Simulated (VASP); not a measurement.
# Na2S (Fm-3m) in VASP: notebook, part 2 of 2

VASP 6.6.1. Earlier steps stand in the parts before.

**5. Single point, r2SCAN (volume changed by -3%)**

The input, POSCAR:

```
Na2S
1.0
    0.0000000000      3.2225470568      3.2225470568
    3.2225470568      0.0000000000      3.2225470568
    3.2225470568      3.2225470568      0.0000000000
S Na
1 2
Direct
    0.0000000000      0.0000000000      0.0000000000
    0.2500000000      0.2500000000      0.2500000000
    0.7500000000      0.7500000000      0.7500000000
```

The input, INCAR.step1:

```
SYSTEM = Na2S
  PREC = Accurate
  ENCUT = 550
  ISMEAR = 0
  SIGMA = 0.01
  LREAL = .FALSE.
  LASPH = .TRUE.
  NELM = 120
  NBANDS = 17
  GGA = PE
  ALGO = Normal
  EDIFF = 1E-5
  LWAVE = .TRUE.
  LCHARG = .FALSE.
  GGA_COMPAT = .FALSE.
```

The input, INCAR.step2:

```
SYSTEM = Na2S
  PREC = Accurate
  ENCUT = 550
  EDIFF = 1E-6
  ISMEAR = 0
  SIGMA = 0.01
  LREAL = .FALSE.
  LASPH = .TRUE.
  NELM = 120
  ALGO = Normal
  ISIF = 2
  LWAVE = .FALSE.
  LCHARG = .FALSE.
  METAGGA = R2SCAN
  LMIXTAU = .TRUE.
  NBANDS = 17
  ISTART = 1
  GGA_COMPAT = .FALSE.
```

The input, KPOINTS:

```
regular mesh
0
G
  6 6 6
  0 0 0
```

Potentials or basis: VASP PAW PBE potentials, release 64 (S, Na_pv).

The run is started by

```sh
$ cat potpaw_PBE.64/S/POTCAR potpaw_PBE.64/Na_pv/POTCAR > POTCAR
$ cp INCAR.step1 INCAR
$ mpirun -np 1 vasp_std > vasp.out
$ cp INCAR.step2 INCAR
$ mpirun -np 1 vasp_std > vasp.out
```

OUTCAR:

```text
SYSTEM = Na2S
   PREC = Accurate
   ENCUT = 550
   EDIFF = 1E-6
   ISMEAR = 0
   LREAL = .FALSE.
   LASPH = .TRUE.
   NELM = 120
   ISIF = 2
   METAGGA = R2SCAN
   ISTART = 1

 ion  position               nearest neighbor table
   1  0.000  0.000  0.000-   3 2.79   3 2.79   3 2.79   2 2.79   3 2.79   2 2.79   2 2.79   2 2.79

   2  0.250  0.250  0.250-   1 2.79   1 2.79   1 2.79   1 2.79
   3  0.750  0.750  0.750-   1 2.79   1 2.79   1 2.79   1 2.79

  LATTYP: Found a face centered cubic cell.
 ALAT       =     6.4450941136

  Lattice vectors:

 A1 = (   0.0000000000,   3.2225470568,   3.2225470568)
 A2 = (   3.2225470568,   0.0000000000,   3.2225470568)
 A3 = (   3.2225470568,   3.2225470568,   0.0000000000)

Analysis of symmetry for initial positions (statically):
=====================================================================
 Subroutine PRICEL returns:
 Original cell was already a primitive cell.

 Routine SETGRP: Setting up the symmetry group for a
 face centered cubic supercell.

 Subroutine GETGRP returns: Found 48 space group operations
 (whereof 48 operations were pure point group operations)
[... 156 lines left out ...]

 E-fermi :   0.1206     XC(G=0):  -8.4466

 val. band max:        0.0567178334   @ k =   0.0000   0.0000   0.0000
 cond. band min:       3.2791995560   @ k =   0.0000   0.0000   0.0000
 fundamental gap:      3.2224817226
 Fermi energy:         0.1205946741

 k-point     1 :       0.0000    0.0000    0.0000
  band No.  band energies     occupation
      1     -22.9000      2.00000
      2     -22.9000      2.00000
      3     -22.9000      2.00000
      4     -22.8425      2.00000
      5     -22.8425      2.00000
      6     -22.8425      2.00000
[... 297 lines left out ...]
      4     -22.8542      2.00000
      5     -22.8326      2.00000
      6     -22.8289      2.00000
[... 9 lines left out ...]
     16      12.2441      0.00000
     17      12.9707      0.00000

------------------------ aborting loop because EDIFF is reached ----------------------------------------

  FORCE on cell =-STRESS in cart. coord.  units (eV):
  Direction    XX          YY          ZZ          XY          YZ          ZX
  --------------------------------------------------------------------------------------
  -------------------------------------------------------------------------------------
  Total        0.3997877      0.3997877      0.3997877      0.0000000      0.0000000      0.0000000
  in kB        9.5700057      9.5700057      9.5700057      0.0000000      0.0000000      0.0000000
  external PRESSURE =       9.5700057 kB  Pullay stress =       0.0000000 kB

 VOLUME and BASIS-vectors are now :
 -----------------------------------------------------------------------------
  energy-cutoff  :      550.00
  volume of cell :       66.93
      direct lattice vectors                 reciprocal lattice vectors
     0.000000000  3.222547057  3.222547057    -0.155156772  0.155156772  0.155156772
     3.222547057  0.000000000  3.222547057     0.155156772 -0.155156772  0.155156772
     3.222547057  3.222547057  0.000000000     0.155156772  0.155156772 -0.155156772

 POSITION                                       TOTAL-FORCE (eV/Angst)
 -----------------------------------------------------------------------------------
      0.00000      0.00000      0.00000         0.000000     -0.000000     -0.000000
      1.61127      1.61127      1.61127         0.000000      0.000000      0.000000
      4.83382      4.83382      4.83382        -0.000000     -0.000000      0.000000
 -----------------------------------------------------------------------------------
    total drift:                                0.000000      0.000000      0.000000

  FREE ENERGIE OF THE ION-ELECTRON SYSTEM (eV)
  ---------------------------------------------------
  free  energy   TOTEN  =       -18.9623843207 eV

  energy  without entropy=      -18.9623843207  energy(sigma->0) =      -18.96238432
```

OUTCAR.step1:

```text
SYSTEM = Na2S
   PREC = Accurate
   ENCUT = 550
   ISMEAR = 0
   LREAL = .FALSE.
   LASPH = .TRUE.
   NELM = 120
[... 533 lines left out ...]
      0.00000      0.00000      0.00000         0.000000     -0.000000      0.000000
      1.61127      1.61127      1.61127         0.000000      0.000000     -0.000000
      4.83382      4.83382      4.83382        -0.000000     -0.000000      0.000000
 -----------------------------------------------------------------------------------
    total drift:                                0.000000      0.000000      0.000000

  FREE ENERGIE OF THE ION-ELECTRON SYSTEM (eV)
  ---------------------------------------------------
  free  energy   TOTEN  =        -9.9542441434 eV

  energy  without entropy=       -9.9542441434  energy(sigma->0) =       -9.95424414
```

OSZICAR.step1:

```text
N       E                     dE             d eps       ncg     rms          rms(c)
DAV:   1     0.147149052833E+03    0.14715E+03   -0.10682E+04   544   0.127E+03
DAV:   2     0.322772835153E+00   -0.14683E+03   -0.14254E+03   577   0.321E+02
DAV:   3    -0.106011184653E+02   -0.10924E+02   -0.10847E+02   695   0.873E+01
DAV:   4    -0.107924310355E+02   -0.19131E+00   -0.19109E+00   676   0.125E+01
DAV:   5    -0.107960603890E+02   -0.36294E-02   -0.36289E-02   720   0.166E+00    0.375E+00
DAV:   6    -0.999873992438E+01    0.79732E+00   -0.15530E+00   720   0.561E+00    0.303E+00
DAV:   7    -0.994364531601E+01    0.55095E-01   -0.24748E-01   657   0.214E+00    0.199E+00
DAV:   8    -0.995288238735E+01   -0.92371E-02   -0.18270E-02   578   0.113E+00    0.557E-01
DAV:   9    -0.995274586153E+01    0.13653E-03   -0.35787E-04   748   0.156E-01    0.476E-01
DAV:  10    -0.995425179395E+01   -0.15059E-02   -0.50392E-03   570   0.415E-01    0.295E-01
DAV:  11    -0.995422551493E+01    0.26279E-04   -0.15899E-04   640   0.948E-02    0.132E-01
DAV:  12    -0.995423857638E+01   -0.13061E-04   -0.84586E-05   577   0.589E-02    0.464E-02
DAV:  13    -0.995424414337E+01   -0.55670E-05   -0.14145E-05   556   0.200E-02
   1 F= -.99542441E+01 E0= -.99542441E+01  d E =-.813995E-65
```

Run time: 32 s. Hardware: 1 thread of Intel Xeon 6975P-C (Granite Rapids), shared host; peak memory 0.2 GiB.

What came out:

- Free energy: -18.9624 eV
- Pressure: 1.0 GPa
- Band gap on the k mesh: 3.22 eV, direct

Levels at points of the mesh, in eV from the valence-band top:
| k point | band 7 | band 8 | band 9 | band 10 | band 11 | band 12 | band 13 | band 14 |
| --- | --- | --- | --- | --- | --- | --- | --- | --- |
| (0.00, 0.00, 0.00) | -10.62 | 0.00 | 0.00 | 0.00 | 3.22 | 8.58 | 8.58 | 8.58 |
| (0.50, 0.00, 0.00) | -10.34 | -1.68 | -0.13 | -0.13 | 5.70 | 7.11 | 7.76 | 7.76 |
| (0.50, 0.50, 0.00) | -10.26 | -1.48 | -0.46 | -0.46 | 4.22 | 6.87 | 9.69 | 10.83 |

Caveat: the cell differs from its parent crystal (volume changed by -3%); the PAW data sets were made with another functional, which shifts forces and pressure a little.

**6. Single point, r2SCAN**

This run uses another cell than the first one, of 23.00 Å³/atom, 0.919 times its volume.

The input, POSCAR:

```
Na2S
1.0
    0.0000000000      3.2554324613      3.2554324613
    3.2554324613      0.0000000000      3.2554324613
    3.2554324613      3.2554324613      0.0000000000
S Na
1 2
Direct
    0.0000000000      0.0000000000      0.0000000000
    0.2500000000      0.2500000000      0.2500000000
    0.7500000000      0.7500000000      0.7500000000
```

The input, INCAR.step1:

```
SYSTEM = Na2S
PREC = Accurate ; ENCUT = 550
ISMEAR = 0 ; SIGMA = 0.01
LREAL = .False. ; LASPH = .True.
NELM = 120 ; NBANDS = 17
GGA = PE ; ALGO = Normal
EDIFF = 1E-5 ; LWAVE = .True.
LCHARG = .False. ; GGA_COMPAT = .False.
```

The input, INCAR.step2:

```
SYSTEM = Na2S
PREC = Accurate ; ENCUT = 550
EDIFF = 1E-6 ; ISMEAR = 0
SIGMA = 0.01 ; LREAL = .False.
LASPH = .True. ; NELM = 120
ALGO = Normal ; ISIF = 2
LWAVE = .False. ; LCHARG = .True.
METAGGA = R2SCAN ; LMIXTAU = .True.
LELF = .True. ; LVHAR = .True.
NBANDS = 17 ; ISTART = 1
GGA_COMPAT = .False.
```

The input, KPOINTS:

```
Automatic mesh
0
Gamma
  6 6 6
  0 0 0
```

Potentials or basis: VASP PAW PBE potentials, release 64 (S, Na_pv).

The run is started by

```sh
$ cat potpaw_PBE.64/S/POTCAR potpaw_PBE.64/Na_pv/POTCAR > POTCAR
$ cp INCAR.step1 INCAR
$ mpirun -np 1 vasp_std > vasp.out
$ cp INCAR.step2 INCAR
$ mpirun -np 1 vasp_std > vasp.out
```

Run time: 35 s. Hardware: 1 thread of Intel Xeon 6975P-C (Granite Rapids), shared host; peak memory 0.2 GiB.

It converged, with:

```
Free energy            : -18.9673 eV
Pressure               : -0.1 GPa
Band gap on the k mesh : 3.11 eV, direct
```

Levels at points of the mesh, in eV from the valence-band top:
```
           k point  band 6  band 7  band 8  band 9  band 10  band 11  band 12  band 13  band 14  band 15
(0.00, 0.00, 0.00)  -22.97  -10.58    0.00    0.00     0.00     3.11     8.47     8.47     8.47     9.86
(0.50, 0.00, 0.00)  -23.00  -10.32   -1.63   -0.12    -0.12     5.57     6.98     7.69     7.69    12.08
(0.50, 0.50, 0.00)  -22.96  -10.24   -1.44   -0.45    -0.45     4.20     6.77     9.43    10.61    10.61
```

Caveat: the PAW data sets were made with another functional, which shifts forces and pressure a little.

**7. Summary**

| level | cell | k mesh | cutoff (eV) | gap on the mesh (eV) | pressure (GPa) |
| --- | --- | --- | --- | --- | --- |
| PBE | a = 4.735 Å, angles 60.0°, 3 atoms | 6 × 6 × 6 | 500 | 2.26 | -1.5 |
| PBE | a = 4.604 Å, angles 60.0°, 3 atoms | 8 × 8 × 8 | 500 | 2.53 | 0.8 |
| r2SCAN | a = 4.510 Å, angles 60.0°, 3 atoms | 6 × 6 × 6 | 550 | 3.34 | 2.0 |
| r2SCAN | a = 4.557 Å, angles 60.0°, 3 atoms | 6 × 6 × 6 | 550 | 3.22 | 1.0 |
| r2SCAN | a = 4.604 Å, angles 60.0°, 3 atoms | 6 × 6 × 6 | 550 | 3.11 | -0.1 |

Alike in all rows: task single point; potentials or basis VASP PAW PBE potentials, release 64 (S, Na_pv); no spin polarisation; smearing gaussian 0.01 eV.

Caveats: the PAW data sets were made with another functional, which shifts forces and pressure a little (some runs).

Absolute energies hang on the potentials; compare differences alone.
